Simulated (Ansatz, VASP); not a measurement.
**Two plane-wave programs on B**

```
CELL_PARAMETERS angstrom
2.34669 0.00000 0.00000
0.00000 2.34669 0.00000
0.00000 0.00000 1.58578
ATOMIC_POSITIONS crystal
B 0.50000 0.50000 0.50000
```

Alike in both runs: functional PBE; k mesh 24 × 24 × 34; occupations gaussian, width 0.1 eV; no spin polarisation.

Ansatz relaxed the structure, and its values are those at the end. VASP's run is a single point on that final structure, the one shown.

```csv
,VASP,Ansatz
version,VASP 6.6.1,Ansatz 0.2.0
potentials or method,"VASP PAW PBE potentials, release 64 (B), cutoff 520 eV","scalar-relativistic, plane waves, PAW"
valence electrons in the cell,3,3
```

Ansatz gave:

- gap on the k mesh at the Fermi level (eV): none
- pressure (GPa): 0.0

**Question.** What did VASP give for the same quantities?

**Answer.** gap on the k mesh at the Fermi level (eV): none; pressure (GPa): -0.1.

A gap of «none» marks a metal or a gap that the smearing closes.
